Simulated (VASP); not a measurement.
Wanted: the native input for a VASP 6.6.1 run.

```
Task                               : single point
Functional                         : HSE06
Potentials or basis                : VASP PAW PBE potentials, release 64 (Si)
Cutoff                             : 520 eV
k mesh                             : 6 × 6 × 6
Occupations                        : gaussian, width 0.01 eV
Spin                               : no spin polarisation
Dipole correction                  : no
Grid for exact exchange (PRECFOCK) : Normal
Further INCAR settings             : ALGO = Normal; EDIFF = 1e-06; NBANDS = 11
Share of exact exchange            : 0.25
Screening parameter                : 0.2079 1/Å
```

Crystal: Si.

```
Si
1.0
    -0.02543    2.72391    2.72391
     2.72391   -0.02543    2.72391
     2.72391    2.72391   -0.02543
Si
2
Direct
  0.99943 0.99943 0.99943
  0.25057 0.25057 0.25057
```

This cell differs from its parent crystal: epitaxial 111 strain +1.0%.

One way to write it, as run:

POSCAR

```
Si
1.0
   -0.0254281273      2.7239119573      2.7239119573
    2.7239119573     -0.0254281273      2.7239119573
    2.7239119573      2.7239119573     -0.0254281273
Si
2
Direct
   -0.0005705493     -0.0005705493     -0.0005705493
    0.2505705493      0.2505705493      0.2505705493
```

INCAR.step1

```
SYSTEM = Si
PREC     = Accurate       ! precision mode
ENCUT    = 520            ! plane-wave cutoff, eV
EDIFF    = 1E-5           ! SCF threshold, eV
ISMEAR   = 0              ! smearing method
SIGMA    = 0.01           ! smearing width, eV
LREAL    = .False.        ! projectors in reciprocal space
LASPH    = .True.         ! aspherical terms in the spheres
NELM     = 100            ! most SCF steps
ALGO     = Normal         ! electronic algorithm
ISIF     = 2              ! what is computed and relaxed
LWAVE    = .True.         ! write WAVECAR
LCHARG   = .False.        ! write CHGCAR
GGA      = PE             ! functional
NBANDS   = 11             ! bands
```

INCAR.step2

```
SYSTEM = Si
PREC     = Accurate       ! precision mode
ENCUT    = 520            ! plane-wave cutoff, eV
EDIFF    = 1E-6           ! SCF threshold, eV
ISMEAR   = 0              ! smearing method
SIGMA    = 0.01           ! smearing width, eV
LREAL    = .False.        ! projectors in reciprocal space
LASPH    = .True.         ! aspherical terms in the spheres
NELM     = 100            ! most SCF steps
ALGO     = Normal         ! electronic algorithm
ISIF     = 2              ! what is computed and relaxed
LWAVE    = .False.        ! write WAVECAR
LCHARG   = .False.        ! write CHGCAR
GGA      = PE             ! functional
LHFCALC  = .True.         ! exact exchange
HFSCREEN = 0.2079         ! screening, 1/A
PRECFOCK = Normal       
ISTART   = 1            
NBANDS   = 11             ! bands
```

KPOINTS

```
Automatic mesh
0
Gamma
  6 6 6
  0 0 0
```

Potentials or basis: VASP PAW PBE potentials, release 64 (Si).

The run is started by

```bash
$ cat potpaw_PBE.64/Si/POTCAR > POTCAR
$ cp INCAR.step1 INCAR
$ mpirun -np 1 vasp_std > vasp.out
$ cp INCAR.step2 INCAR
$ mpirun -np 1 vasp_std > vasp.out
```

Results of the run:

```json
{"Pressure": "-2.0 GPa", "Band gap on the k mesh": "1.19 eV (least direct gap 3.18 eV)"}
```

Caveat: the cell differs from its parent crystal (epitaxial 111 strain +1.0%); the PAW data sets were made with another functional, which shifts forces and pressure a little.

It took 18 min on 1 thread of AMD EPYC 7R13 Processor (Zen 3), with other jobs on the host, peak memory 0.25 GiB.
